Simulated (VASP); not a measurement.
# Si8GeO16 (a cell with a defect) in VASP: notebook, part 2 of 2

VASP 6.6.1.

## (3) Single point, PBE+D3(BJ)

INCAR reads:

```
SYSTEM = Si8GeO16
PREC = Accurate
ENCUT = 520
EDIFF = 1E-6
ISMEAR = -1
SIGMA = 0.05
LREAL = Auto
LASPH = .TRUE.
NELM = 100
ALGO = Normal
ISIF = 2
LWAVE = .FALSE.
LCHARG = .FALSE.
GGA = PE
IVDW = 12
NBANDS = 89
```

KPOINTS reads:

```
regular mesh
0
G
  2 2 2
  0 0 0
```

POSCAR reads:

```
Si8GeO16
1.0
   -4.1738000000     -4.1738000000      0.0000000000
    4.1738000000     -4.1738000000      0.0000000000
    0.0000000000      0.0000000000      5.3326000000
Si O Ge
8 16 1
Direct
    0.4995764433      0.4737080062     -0.0002009938
    0.0138204019      0.5351082432      0.2490703963
    0.4786764704      0.4962451445      0.4886092613
    0.0195035026      0.5316544512      0.7663169999
    0.0010855280      0.0242943084      0.0085081259
    0.4819942972     -0.0280083144      0.2422607928
    0.0207257002      0.0136620368      0.5148815692
    0.4846437280     -0.0374442433      0.7612416051
    0.2011062829      0.5424959957      0.0076796522
    0.0270395165      0.2263247342      0.2359709273
    0.8088319295      0.5050300840      0.0051445014
   -0.0050582323      0.8331779728      0.2539649691
    0.2049097697      0.5188645267      0.5042197308
    0.0577353666      0.2267943381      0.7897246444
    0.8519791825      0.5648030087      0.5123604156
   -0.0049978387      0.8317264542      0.7649067652
    0.6922596909     -0.0073251817      0.0034489566
    0.5064394271      0.6707323534      0.2400943700
    0.2986939310     -0.0446503705      0.0030870305
    0.4463916578      0.2735637749      0.2195954852
    0.6486979029     -0.0640177006      0.4965182996
    0.5043334731      0.6659143282      0.7555049287
    0.2953918641     -0.0192936322      0.5043063082
    0.4738984286      0.2672053638      0.7799035191
    0.7441295562      0.2523120973      0.5159371694
```

Potentials or basis: VASP PAW PBE potentials, release 64 (Si, O, Ge_d).

Started as:

```
> cat potpaw_PBE.64/Si/POTCAR potpaw_PBE.64/O/POTCAR potpaw_PBE.64/Ge_d/POTCAR > POTCAR
> mpirun -np 1 vasp_std > vasp.out
```

OUTCAR:

```text
SYSTEM = Si8GeO16
   PREC = Accurate
   ENCUT = 520
   EDIFF = 1E-6
   ISMEAR = -1
   LREAL = Auto
   LASPH = .TRUE.
   NELM = 100
   ISIF = 2
   GGA = PE
   IVDW = 12
 IVDW          = 12

 ion  position               nearest neighbor table
   1  0.500  0.474  1.000-  20 1.69  24 1.70  22 1.73  18 1.73   9 1.81  11 1.83   3 2.61   3 2.73
                             4 3.11
   2  0.014  0.535  0.249-   9 1.70  15 1.71  12 1.76  13 1.77  11 1.79  10 1.83   4 2.57  25 2.71
                             4 2.76   3 3.04
   3  0.479  0.496  0.489-  13 1.62  18 1.69  22 1.75  20 1.95  24 2.06  25 2.13  15 2.24   1 2.61
                             1 2.73   2 3.04   4 3.10   6 3.10   8 3.11
   4  0.020  0.532  0.766-   9 1.68  15 1.69  13 1.78  16 1.78  11 1.79  14 1.82   2 2.57  25 2.67
                             2 2.76   3 3.10   1 3.11   7 3.15
   5  0.001  0.024  0.009-  14 1.70  10 1.71  16 1.73  12 1.73  19 1.80  17 1.83   7 2.64   7 2.70
                             6 3.12
   6  0.482  0.972  0.242-  19 1.68  21 1.69  23 1.78  17 1.78  18 1.78  20 1.80   8 2.57  25 2.69
                             8 2.77   7 3.10   3 3.10   5 3.12
   7  0.021  0.014  0.515-  23 1.63  16 1.72  12 1.76  14 1.94  10 1.95  25 2.16  21 2.25   5 2.64
                             5 2.70   8 3.05   6 3.10   4 3.15
   8  0.485  0.963  0.761-  19 1.69  21 1.72  22 1.76  23 1.77  17 1.79  24 1.80   6 2.57  25 2.64
                             6 2.77   7 3.05   3 3.11
   9  0.201  0.542  0.008-   4 1.68   2 1.70   1 1.81
  10  0.027  0.226  0.236-   5 1.71   2 1.83   7 1.95  25 2.25
  11  0.809  0.505  0.005-   2 1.79   4 1.79   1 1.83
  12  0.995  0.833  0.254-   5 1.73   7 1.76   2 1.76
  13  0.205  0.519  0.504-   3 1.62   2 1.77   4 1.78
  14  0.058  0.227  0.790-   5 1.70   4 1.82   7 1.94  25 2.36
  15  0.852  0.565  0.512-   4 1.69   2 1.71  25 1.95   3 2.24
  16  0.995  0.832  0.765-   7 1.72   5 1.73   4 1.78
  17  0.692  0.993  0.003-   6 1.78   8 1.79   5 1.83
  18  0.506  0.671  0.240-   3 1.69   1 1.73   6 1.78
  19  0.299  0.955  0.003-   6 1.68   8 1.69   5 1.80
  20  0.446  0.274  0.220-   1 1.69   6 1.80   3 1.95  25 2.37
  21  0.649  0.936  0.497-   6 1.69   8 1.72  25 1.95   7 2.25
  22  0.504  0.666  0.756-   1 1.73   3 1.75   8 1.76
  23  0.295  0.981  0.504-   7 1.63   8 1.77   6 1.78
  24  0.474  0.267  0.780-   1 1.70   8 1.80   3 2.06  25 2.13
  25  0.744  0.252  0.516-  15 1.95  21 1.95  24 2.13   3 2.13   7 2.16  10 2.25  14 2.36  20 2.37
                             8 2.64   4 2.67   6 2.69   2 2.71
[... 198 lines left out ...]
  energy-cutoff  :      520.00
  volume of cell :      185.79
 maximum number of plane-waves:      5016
 NGX is ok and might be reduce to    48
   NGX = 21   NGY = 21   NGZ = 19

 number of electron     142.0000029 magnetization

 Free energy of the ion-electron system (eV)
  ---------------------------------------------------
  ext. energy  EPLUGINS =         0.00000000
  ---------------------------------------------------
  free energy    TOTEN  =      -172.68129248 eV

  energy without entropy =     -172.68129246  energy(sigma->0) =     -172.68129247

 E-fermi :  13.2375     XC(G=0): -12.7430

 val. band max:       12.3243662058   @ k =   0.0000   0.5000   0.5000
 cond. band min:      14.1178260031   @ k =   0.0000   0.0000   0.5000
 fundamental gap:      1.7934597974
 Fermi energy:        13.2374683373

 k-point     1 :       0.0000    0.0000    0.0000
  band No.  band energies     occupation
      1     -13.8428      2.00000
      2     -13.3821      2.00000
      3     -13.2872      2.00000
      4     -13.0386      2.00000
      5     -13.0192      2.00000
      6     -12.9649      2.00000
[... 677 lines left out ...]
     82      19.0936      0.00000
     83      19.2037      0.00000
 [bands above 83 left out]

------------------------ aborting loop because EDIFF is reached ----------------------------------------

 Edisp (eV)   -6.73661

 E8    (eV) :    -2.3633

  FORCE on cell =-STRESS in cart. coord.  units (eV):
  Direction    XX          YY          ZZ          XY          YZ          ZX
  --------------------------------------------------------------------------------------
  -------------------------------------------------------------------------------------
  Total      41.05435    69.11250    51.96650    18.50462    -3.52013    -4.29025
  in kB     354.02789   595.98442   448.12770   159.57263   -30.35551   -36.99653
  external pressure =      466.05 kB  Pullay stress =        0.00 kB

 VOLUME and BASIS-vectors are now :
 -----------------------------------------------------------------------------
  energy-cutoff  :      520.00
  volume of cell :      185.79
      direct lattice vectors                 reciprocal lattice vectors
    -4.173800000 -4.173800000  0.000000000    -0.119794911 -0.119794911  0.000000000
     4.173800000 -4.173800000  0.000000000     0.119794911 -0.119794911  0.000000000
     0.000000000  0.000000000  5.332600000     0.000000000  0.000000000  0.187525785

 POSITION                                       TOTAL-FORCE (eV/Angst)
 -----------------------------------------------------------------------------------
     -0.10797     -4.06229      5.33153         0.031066     -0.031001     -0.007485
      2.17575     -2.29112      1.32819         0.013868     -0.008215      0.004197
      0.07333     -4.06913      2.60556        -0.059871     -0.044386      0.016976
      2.13762     -2.30042      4.08646        -0.010799     -0.028563     -0.015288
      0.09687     -0.10593      0.04537        -0.022888      0.034246      0.006321
      2.04515     -6.06865      1.29188        -0.002387      0.011649      0.025341
[... 17 lines left out ...]
     -0.86270     -3.09322      4.15891        -0.014330      0.015876     -0.006432
     -2.05275     -4.15895      2.75129         0.002446     -0.003162     -0.018839
 -----------------------------------------------------------------------------------
    total drift:                               -0.009805      0.005480     -0.002437

  FREE ENERGIE OF THE ION-ELECTRON SYSTEM (eV)
  ---------------------------------------------------
  free  energy   TOTEN  =      -179.4178988593 eV

  energy  without entropy=     -179.4178988468  energy(sigma->0) =     -179.41789885
```

OSZICAR:

```text
N       E                     dE             d eps       ncg     rms          rms(c)
DAV:   1     0.117417005159E+04    0.11742E+04   -0.75711E+04  1987   0.239E+03
DAV:   2    -0.177332327427E+02   -0.11919E+04   -0.11131E+04  1897   0.696E+02
DAV:   3    -0.183583115912E+03   -0.16585E+03   -0.16331E+03  1607   0.163E+02
DAV:   4    -0.192825674546E+03   -0.92426E+01   -0.91986E+01  1752   0.434E+01
DAV:   5    -0.193055635071E+03   -0.22996E+00   -0.22955E+00  1656   0.644E+00    0.376E+01
DAV:   6    -0.172589046225E+03    0.20467E+02   -0.73108E+01  1928   0.502E+01    0.173E+01
DAV:   7    -0.172662401258E+03   -0.73355E-01   -0.54306E+00  1712   0.874E+00    0.661E+00
DAV:   8    -0.172662122086E+03    0.27917E-03   -0.28969E-01  2096   0.422E+00    0.231E+00
DAV:   9    -0.172679764127E+03   -0.17642E-01   -0.68911E-02  1872   0.149E+00    0.566E-01
DAV:  10    -0.172680847526E+03   -0.10834E-02   -0.82782E-03  2112   0.575E-01    0.367E-01
DAV:  11    -0.172681219807E+03   -0.37228E-03   -0.20415E-03  1696   0.237E-01    0.129E-01
DAV:  12    -0.172681287652E+03   -0.67846E-04   -0.28539E-04  1656   0.881E-02    0.326E-02
DAV:  13    -0.172681293502E+03   -0.58493E-05   -0.12882E-04  2160   0.821E-02    0.130E-02
DAV:  14    -0.172681291979E+03    0.15225E-05   -0.18681E-05  1768   0.252E-02    0.626E-03
DAV:  15    -0.172681292476E+03   -0.49731E-06   -0.44584E-06  1512   0.103E-02
   1 F= -.17941790E+03 E0= -.17941790E+03  d E =-.125345E-07
```

Wall time 3.6 min (1 thread of Intel Xeon Platinum 8488C (Sapphire Rapids), shared host); peak memory 0.33 GiB.

What came out:

```yaml
Free_energy: -179.4179 eV
Pressure: 46.6 GPa
Largest_force: 0.095 eV/Å
Band_gap_on_the_k_mesh: 1.79 eV
Dispersion_energy_per_atom: -0.269 eV
```

Forces in eV/Å, atoms in the order of the input:
```
Si   0.031 -0.031 -0.007
Si   0.014 -0.008  0.004
Si  -0.060 -0.044  0.017
Si  -0.011 -0.029 -0.015
Si  -0.023  0.034  0.006
Si  -0.002  0.012  0.025
Si   0.081  0.050 -0.004
Si  -0.001  0.022 -0.014
O   -0.033 -0.026  0.018
O   -0.003 -0.026  0.001
O    0.013  0.028  0.007
O   -0.005  0.008  0.007
O    0.023  0.014  0.004
O    0.023 -0.014 -0.008
O    0.040  0.016  0.004
O   -0.018  0.012  0.000
O   -0.018 -0.031 -0.007
O    0.017 -0.025 -0.012
O    0.036  0.031 -0.004
O   -0.022  0.023  0.005
O   -0.038 -0.013  0.007
O    0.005  0.001 -0.003
O   -0.037 -0.018 -0.007
O   -0.014  0.016 -0.006
Ge   0.002 -0.003 -0.019
```

Levels at points of the mesh, in eV from the valence-band top:
```tsv
k point	band 68	band 69	band 70	band 71	band 72	band 73	band 74	band 75
(0.00, 0.00, 0.00)	-3.78	-3.33	-1.84	-0.69	2.14	2.73	2.82	3.61
(0.50, 0.00, 0.00)	-4.32	-3.72	-1.44	-0.79	2.64	2.94	3.43	3.62
(0.00, 0.50, 0.00)	-4.06	-3.78	-1.77	-0.66	1.95	2.52	3.78	4.33
(0.50, 0.50, 0.00)	-4.10	-3.94	-1.64	-0.54	2.55	3.14	3.67	4.60
(0.00, 0.00, 0.50)	-4.10	-3.85	-1.36	-0.04	1.79	3.04	4.61	4.97
(0.50, 0.00, 0.50)	-4.17	-3.85	-1.04	-0.04	2.36	3.48	4.77	4.99
(0.00, 0.50, 0.50)	-4.06	-3.89	-1.45	0.00	1.91	3.35	4.65	4.88
(0.50, 0.50, 0.50)	-4.18	-4.13	-1.06	-0.05	2.34	3.54	4.82	4.95
```

Caveat: the k points lie up to 0.59 Å⁻¹ apart.
